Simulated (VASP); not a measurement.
Be3I2, 5 atoms in the cell. Symmetry: R-3m, No. 166, trigonal system. Conventional cell: a = 3.790 Å, b = 3.790 Å, c = 26.354 Å, α = 90.00°, β = 90.00°, γ = 120.00°. Be (site symmetry -3m) has 6 I at 2.81 Å and 12 Be at 3.79 to 3.93 Å within 4.0 Å. Be (site symmetry 3m) has 3 I at 2.66 Å and 3 Be at 3.14 Å within 3.5 Å. I (site symmetry 3m) has 6 Be at 2.66 to 2.81 Å within 3.5 Å. 

- Program: VASP 6.6.1
- Task: single point
- Functional: PBE
- Potentials or basis: VASP PAW PBE potentials, release 64 (Be, I)
- Cutoff: 520 eV
- k mesh: 6 × 6 × 6
- Occupations: gaussian, width 0.1 eV
- Spin: no spin polarisation
- Dipole correction: no
- Further INCAR settings: ALGO = Normal; EDIFF = 1e-06; NBANDS = 18

Potentials or basis: VASP PAW PBE potentials, release 64 (Be, I).

Launch:

```sh
$ cat potpaw_PBE.64/Be/POTCAR potpaw_PBE.64/I/POTCAR > POTCAR
$ mpirun -np 1 vasp_std > vasp.out
```

Hardware: 1 thread of Intel(R) Xeon(R) 6975P-C (Granite Rapids) (shared host).

Task: Estimate the wall time of this run.

Result: It took 2.5 min on 1 thread of Intel(R) Xeon(R) 6975P-C (Granite Rapids) (shared host), peak memory 0.65 GiB. Counts: scf iterations 13, k points 32.
